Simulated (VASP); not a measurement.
# WC (P-6m2) in VASP: notebook, part 2 of 2

VASP 6.6.1. Earlier steps stand in the parts before.

## (4) Single point, PBEsol

The input, INCAR:

```
PREC = Accurate
ENCUT = 600
EDIFF = 1E-6
ISMEAR = 1
SIGMA = 0.1
LREAL = False
LASPH = True
NELM = 120
ALGO = Normal
ISIF = 2
LWAVE = False
LCHARG = True
GGA = PS
LELF = True
LVHAR = True
NBANDS = 16
GGA_COMPAT = False
```

The input, KPOINTS:

```
regular mesh
0
Gamma
  10 10 9
```

The input, POSCAR:

```
WC
1.0
    2.9065000000      0.0000000000      0.0000000000
   -1.4532500000      2.5171028361      0.0000000000
    0.0000000000      0.0000000000      2.8366000000
W C
1 1
Direct
    0.0000000000      0.0000000000      0.0000000000
    0.6666666667      0.3333333333      0.5000000000
```

Potentials or basis: VASP PAW PBE potentials, release 64 (W_sv, C).

Launch:

```console
$ cat potpaw_PBE.64/W_sv/POTCAR potpaw_PBE.64/C/POTCAR > POTCAR
$ mpirun -np 1 vasp_std > vasp.out
```

OUTCAR:

```text
PREC = Accurate
   ENCUT = 600
   EDIFF = 1E-6
   ISMEAR = 1
   LREAL = False
   LASPH = True
   NELM = 120
   ISIF = 2
   GGA = PS

 ion  position               nearest neighbor table
   1  0.000  0.000  0.000-   2 2.20   2 2.20   2 2.20   2 2.20   2 2.20   2 2.20
   2  0.667  0.333  0.500-   1 2.20   1 2.20   1 2.20   1 2.20   1 2.20   1 2.20

  LATTYP: Found a hexagonal cell.
 ALAT       =     2.9065000000
 C/A-ratio  =     0.9759504559

  Lattice vectors:

 A1 = (   2.9065000000,   0.0000000000,   0.0000000000)
 A2 = (  -1.4532500000,   2.5171028361,   0.0000000000)
 A3 = (   0.0000000000,   0.0000000000,   2.8366000000)

Analysis of symmetry for initial positions (statically):
=====================================================================
 Subroutine PRICEL returns:
 Original cell was already a primitive cell.

 Routine SETGRP: Setting up the symmetry group for a
 hexagonal supercell.

 Subroutine GETGRP returns: Found 12 space group operations
 (whereof 12 operations were pure point group operations)
 out of a pool of 24 trial point group operations.

The static configuration has the point symmetry D_3h.

Analysis of symmetry for dynamics (positions and initial velocities):
=====================================================================
 Subroutine PRICEL returns:
 Original cell was already a primitive cell.

 Routine SETGRP: Setting up the symmetry group for a
 hexagonal supercell.

 Subroutine GETGRP returns: Found 12 space group operations
 (whereof 12 operations were pure point group operations)
 out of a pool of 24 trial point group operations.

The dynamic configuration has the point symmetry D_3h.

[... 105 lines left out ...]
   ISYM   =      2    0-nonsym 1-usesym 2-fastsym
   POTIM  = 0.5000    time-step for ionic-motion
   TEBEG  =    0.0;   TEEND  =   0.0 temperature during run
   PSTRESS=    0.0 pullay stress
   NELECT =      18.0000    total number of electrons
   NUPDOWN=      -1.0000    fix difference up-down
   EMIN   =  10.00;   EMAX   =-10.00  energy-range for DOS
   EFERMI =   0.00;   METHOD = LEGACY
   ISMEAR =     1;   SIGMA  =   0.10  broadening in eV -4-tet -1-fermi 0-gaus
   EFERMI_NEDOS =   21; number of points for ismear=-14 and -15
   IALGO  =     38    algorithm
   IMIX   =      4    mixing-type and parameters
     AMIX     =   0.40;   BMIX     =  1.00
     AMIX_MAG =   1.60;   BMIX_MAG =  1.00
  volume/ion in A,a.u.               =      10.38        70.02
  Fermi-wavevector in a.u.,A,eV,Ry     =   1.561262  2.950358 33.164744  2.437540
  Thomas-Fermi vector in A             =   2.664353
   LORBIT       =      0    0 simple, 1 ext, 2 COOP (PROOUT), +10 PAW based schemes
   GGA     = PS    functional components
   LHFCALC =     F    Hartree Fock is set to
   AEXX    =    0.0000 exact exchange contribution
   IVDW    =     0    specifies the selected vdW correction
   LEPSILON=     F    determine dielectric tensor
   LRPA    =     F    only Hartree local field effects (RPA)
 non-spin polarized calculation
 Methfessel and Paxton  Order N= 1 SIGMA  =   0.10
  energy-cutoff  :      600.00
  volume of cell :       20.75
 maximum number of plane-waves:       703
 NGX is ok and might be reduce to    24
   NGX = 11   NGY = 11   NGZ = 11

 number of electron      18.0000000 magnetization

 Free energy of the ion-electron system (eV)
  ---------------------------------------------------
  ext. energy  EPLUGINS =         0.00000000
  ---------------------------------------------------
  free energy    TOTEN  =       -23.90399738 eV

  energy without entropy =      -23.90363133  energy(sigma->0) =      -23.90387536

 E-fermi :  10.9313     XC(G=0): -13.9281

 val. band max:       10.8300726683   @ k =   0.0000   0.0000   0.3333
 cond. band min:      10.9321484759   @ k =   0.1000   0.0000   0.3333
 fundamental gap:      0.1020758075
 Fermi energy:        10.9313491679

 k-point     1 :       0.0000    0.0000    0.0000
  band No.  band energies     occupation
      1     -62.9994      2.00000
      2     -26.9906      2.00000
      3     -26.8808      2.00000
      4     -26.8808      2.00000
      5      -3.5005      2.00000
      6       6.6019      2.00000
[... 433 lines left out ...]
      3     -27.1089      2.00000
      4     -26.9622      2.00000
      5      -0.0299      2.00000
      6       4.0214      2.00000
[... 8 lines left out ...]
     15      24.3020      0.00000
     16      28.3518      0.00000

 [... further k-points ...]
[... 5 lines left out ...]
  --------------------------------------------------------------------------------------
  -------------------------------------------------------------------------------------
  Total       -0.2500075     -0.2500075     -0.4044640      0.0000000      0.0000000      0.0000000
  in kB      -19.3016407    -19.3016407    -31.2263358      0.0000000      0.0000000      0.0000000
  external PRESSURE =     -23.2765391 kB  Pullay stress =       0.0000000 kB

 VOLUME and BASIS-vectors are now :
 -----------------------------------------------------------------------------
  energy-cutoff  :      600.00
  volume of cell :       20.75
      direct lattice vectors                 reciprocal lattice vectors
     2.906500000  0.000000000  0.000000000     0.344056425  0.198641070  0.000000000
    -1.453250000  2.517102836  0.000000000     0.000000000  0.397282139  0.000000000
     0.000000000  0.000000000  2.836600000     0.000000000  0.000000000  0.352534725

 POSITION                                       TOTAL-FORCE (eV/Angst)
 -----------------------------------------------------------------------------------
      0.00000      0.00000      0.00000        -0.000000      0.000000      0.000000
      1.45325      0.83903      1.41830         0.000000     -0.000000      0.000000
 -----------------------------------------------------------------------------------
    total drift:                                0.000000     -0.000000      0.000000

  FREE ENERGIE OF THE ION-ELECTRON SYSTEM (eV)
  ---------------------------------------------------
  free  energy   TOTEN  =       -23.9039973787 eV

  energy  without entropy=      -23.9036313341  energy(sigma->0) =      -23.90387536
```

OSZICAR:

```text
N       E                     dE             d eps       ncg     rms          rms(c)
DAV:   1     0.118829646846E+03    0.11883E+03   -0.10207E+04  2240   0.138E+03
DAV:   2    -0.231756352369E+02   -0.14201E+03   -0.13729E+03  2648   0.360E+02
DAV:   3    -0.267888991841E+02   -0.36133E+01   -0.35994E+01  2456   0.536E+01
DAV:   4    -0.268083988455E+02   -0.19500E-01   -0.19499E-01  2928   0.442E+00
DAV:   5    -0.268085371509E+02   -0.13831E-03   -0.13830E-03  2464   0.360E-01    0.331E+01
DAV:   6    -0.240081693568E+02    0.28004E+01   -0.53306E+00  2760   0.249E+01    0.910E+00
DAV:   7    -0.239377806785E+02    0.70389E-01   -0.37950E-01  2392   0.477E+00    0.629E+00
DAV:   8    -0.239051974326E+02    0.32583E-01   -0.67105E-02  2416   0.206E+00    0.913E-01
DAV:   9    -0.239041560785E+02    0.10414E-02   -0.30215E-03  2512   0.406E-01    0.116E-01
DAV:  10    -0.239040021944E+02    0.15388E-03   -0.31123E-04  2784   0.212E-01    0.561E-02
DAV:  11    -0.239039984760E+02    0.37184E-05   -0.23960E-05  2536   0.439E-02    0.849E-03
DAV:  12    -0.239039974199E+02    0.10562E-05   -0.34129E-06  2520   0.145E-02    0.149E-03
DAV:  13    -0.239039973787E+02    0.41238E-07   -0.14017E-07  1248   0.324E-03
   1 F= -.23903997E+02 E0= -.23903875E+02  d E =-.366045E-03
```

Run time: 16 s. Hardware: 1 thread of Intel Xeon Platinum 8375C at 2.90GHz (Ice Lake), shared host; peak memory 0.16 GiB.

What came out:

| Property | Result |
| --- | --- |
| Free energy | -23.9040 eV |
| Pressure | -2.3 GPa |
| Band gap on the k mesh | zero (bands 9 and 10 overlap by 1.21 eV) |

Levels at points of the mesh, in eV from the Fermi level:
```tsv
k point	band 5	band 6	band 7	band 8	band 9	band 10	band 11	band 12	band 13	band 14
(0.00, 0.00, 0.00)	-14.43	-4.33	-3.33	-3.33	0.11	3.23	3.23	5.65	5.65	6.41
(0.50, 0.00, 0.00)	-11.06	-7.04	-3.62	-3.59	-0.44	2.33	4.54	4.91	6.87	9.68
```

Caveat: the PAW data sets were made with another functional, which shifts forces and pressure a little; spin-orbit coupling is left out, which moves the levels of the heavy elements.

## (5) Single point, PBE-based screened hybrid with 25 % exact exchange

POSCAR is that of step 4.

The input, INCAR.step1:

```
ALGO = Normal
EDIFF = 1E-5
ENCUT = 520
GGA = PE
GGA_COMPAT = F
ISIF = 2
ISMEAR = 1
LASPH = T
LREAL = F
LWAVE = T
NBANDS = 16
NELM = 120
PREC = Accurate
SIGMA = 0.025
```

The input, INCAR.step2:

```
AEXX = 0.25
ALGO = Normal
EDIFF = 1E-6
ENCUT = 520
GGA = PE
GGA_COMPAT = F
HFSCREEN = 0.3
ISIF = 2
ISMEAR = 1
ISTART = 1
LASPH = T
LCHARG = T
LELF = T
LHFCALC = T
LREAL = F
LVHAR = T
LWAVE = F
NBANDS = 16
NELM = 120
PREC = Accurate
PRECFOCK = Normal
SIGMA = 0.025
```

The input, KPOINTS:

```
k-points
0
Gamma
  5 5 5
```

Potentials or basis: VASP PAW PBE potentials, release 64 (W_sv, C).

Launch:

```console
$ cat potpaw_PBE.64/W_sv/POTCAR potpaw_PBE.64/C/POTCAR > POTCAR
$ cp INCAR.step1 INCAR
$ mpirun -np 1 vasp_std > vasp.out
$ cp INCAR.step2 INCAR
$ mpirun -np 1 vasp_std > vasp.out
```

OUTCAR:

```text
AEXX = 0.25
   EDIFF = 1E-6
   ENCUT = 520
   GGA = PE
   HFSCREEN = 0.3
   ISIF = 2
   ISMEAR = 1
   ISTART = 1
   LASPH = T
   LHFCALC = T
   LREAL = F
   NELM = 120
   PREC = Accurate
   PRECFOCK = Normal

 ion  position               nearest neighbor table
   1  0.000  0.000  0.000-   2 2.20   2 2.20   2 2.20   2 2.20   2 2.20   2 2.20
   2  0.667  0.333  0.500-   1 2.20   1 2.20   1 2.20   1 2.20   1 2.20   1 2.20

  LATTYP: Found a hexagonal cell.
 ALAT       =     2.9065000000
 C/A-ratio  =     0.9759504559

  Lattice vectors:

 A1 = (   2.9065000000,   0.0000000000,   0.0000000000)
 A2 = (  -1.4532500000,   2.5171028361,   0.0000000000)
 A3 = (   0.0000000000,   0.0000000000,   2.8366000000)

Analysis of symmetry for initial positions (statically):
=====================================================================
 Subroutine PRICEL returns:
 Original cell was already a primitive cell.

 Routine SETGRP: Setting up the symmetry group for a
 hexagonal supercell.

[... 161 lines left out ...]
  free energy    TOTEN  =       -25.30513748 eV

  energy without entropy =      -25.30513748  energy(sigma->0) =      -25.30513748

 E-fermi :  11.1248     XC(G=0): -11.3904

 val. band max:       10.9086953227   @ k =   0.0000   0.0000   0.0000
 cond. band min:      11.4337500593   @ k =   0.0000   0.0000   0.2000
 fundamental gap:      0.5250547366
 Fermi energy:        11.1248454417

 k-point     1 :       0.0000    0.0000    0.0000
  band No.  band energies     occupation
      1     -67.0920      2.00000
      2     -29.5855      2.00000
      3     -29.4485      2.00000
      4     -29.4485      2.00000
      5      -5.2168      2.00000
      6       6.0680      2.00000
[... 262 lines left out ...]
      3     -30.1488      2.00000
      4     -29.7780      2.00000
      5      -1.4808      2.00000
      6       3.5252      2.00000
[... 8 lines left out ...]
     15      24.7365      0.00000
     16      25.6342      0.00000

------------------------ aborting loop because EDIFF is reached ----------------------------------------

  FORCE on cell =-STRESS in cart. coord.  units (eV):
  Direction    XX          YY          ZZ          XY          YZ          ZX
  --------------------------------------------------------------------------------------
  -------------------------------------------------------------------------------------
  Total       -0.1269203     -0.1269203     -0.7898995      0.0000000      0.0000000      0.0000000
  in kB       -9.7987901     -9.7987901    -60.9835997      0.0000000      0.0000000      0.0000000
  external PRESSURE =     -26.8603933 kB  Pullay stress =       0.0000000 kB

 VOLUME and BASIS-vectors are now :
 -----------------------------------------------------------------------------
  energy-cutoff  :      520.00
  volume of cell :       20.75
      direct lattice vectors                 reciprocal lattice vectors
     2.906500000  0.000000000  0.000000000     0.344056425  0.198641070  0.000000000
    -1.453250000  2.517102836  0.000000000     0.000000000  0.397282139  0.000000000
     0.000000000  0.000000000  2.836600000     0.000000000  0.000000000  0.352534725

 POSITION                                       TOTAL-FORCE (eV/Angst)
 -----------------------------------------------------------------------------------
      0.00000      0.00000      0.00000        -0.000000      0.000000      0.000000
      1.45325      0.83903      1.41830         0.000000     -0.000000      0.000000
 -----------------------------------------------------------------------------------
    total drift:                                0.000000      0.000000      0.000000

  FREE ENERGIE OF THE ION-ELECTRON SYSTEM (eV)
  ---------------------------------------------------
  free  energy   TOTEN  =       -25.3051374782 eV

  energy  without entropy=      -25.3051374782  energy(sigma->0) =      -25.30513748
```

OUTCAR.step1:

```text
EDIFF = 1E-5
   ENCUT = 520
   GGA = PE
   ISIF = 2
   ISMEAR = 1
[... 496 lines left out ...]
 -----------------------------------------------------------------------------------
      0.00000      0.00000      0.00000         0.000000     -0.000000      0.000000
      1.45325      0.83903      1.41830        -0.000000      0.000000      0.000000
 -----------------------------------------------------------------------------------
    total drift:                                0.000000     -0.000000      0.000000

  FREE ENERGIE OF THE ION-ELECTRON SYSTEM (eV)
  ---------------------------------------------------
  free  energy   TOTEN  =       -22.4316609585 eV

  energy  without entropy=      -22.4316725669  energy(sigma->0) =      -22.43166483
```

OSZICAR.step1:

```text
N       E                     dE             d eps       ncg     rms          rms(c)
DAV:   1     0.106908031004E+03    0.10691E+03   -0.95489E+03   488   0.126E+03
DAV:   2    -0.224659793620E+02   -0.12937E+03   -0.12517E+03   568   0.328E+02
DAV:   3    -0.255072427113E+02   -0.30413E+01   -0.30283E+01   520   0.487E+01
DAV:   4    -0.255238715512E+02   -0.16629E-01   -0.16628E-01   616   0.400E+00
DAV:   5    -0.255239848617E+02   -0.11331E-03   -0.11331E-03   552   0.321E-01    0.325E+01
DAV:   6    -0.225131493286E+02    0.30108E+01   -0.55955E+00   560   0.258E+01    0.856E+00
DAV:   7    -0.224596052524E+02    0.53544E-01   -0.39639E-01   496   0.490E+00    0.610E+00
DAV:   8    -0.224333225569E+02    0.26283E-01   -0.63945E-02   512   0.209E+00    0.106E+00
DAV:   9    -0.224317238632E+02    0.15987E-02   -0.38063E-03   544   0.445E-01    0.122E-01
DAV:  10    -0.224316634350E+02    0.60428E-04   -0.34537E-04   544   0.203E-01    0.750E-02
DAV:  11    -0.224316609585E+02    0.24766E-05   -0.13418E-05   424   0.336E-02
   1 F= -.22431661E+02 E0= -.22431665E+02  d E =0.116084E-04
```

Wall time 11 min (1 thread of Intel Xeon Platinum 8375C at 2.90GHz (Ice Lake), shared host); peak memory 0.25 GiB.

Results:

| Property | Result |
| --- | --- |
| Free energy | -25.3051 eV |
| Pressure | -2.7 GPa |
| Band gap on the k mesh | zero (bands 9 and 10 overlap by 0.92 eV) |

Caveat: the k points lie up to 0.50 Å⁻¹ apart, too coarse for converged energies and pressures of a metal; the PAW data sets were made with another functional, which shifts forces and pressure a little; spin-orbit coupling is left out, which moves the levels of the heavy elements.

## (6) Overview

```csv
level,spin,k mesh,cutoff (eV),smearing,grid for exact exchange (PRECFOCK),share of exact exchange,screening parameter,gap on the mesh (eV),pressure (GPa)
PBE0,off,5 × 5 × 5,520,fermi-dirac 0.1 eV,Normal,0.25,-,none,-3.5
PBEsol,"non-collinear, zero start, SOC",14 × 14 × 13,520,gaussian 0.05 eV,-,-,-,-,-1.5
PBEsol,off,10 × 10 × 9,600,methfessel-paxton 0.1 eV,-,-,-,none,-2.3
PBE-based screened hybrid with 25 % exact exchange,off,5 × 5 × 5,520,methfessel-paxton 0.025 eV,Normal,0.25,0.3 1/Å,none,-2.7
```

Alike in all rows: task single point; potentials or basis VASP PAW PBE potentials, release 64 (W_sv, C); cell as given.

Caveats: some runs use coarse meshes; the PAW data sets were made with another functional, which shifts forces and pressure a little; spin-orbit coupling is left out, which moves the levels of the heavy elements (at least some runs).

Total energies depend on the potentials used, so only differences within one code and one set of settings carry meaning.
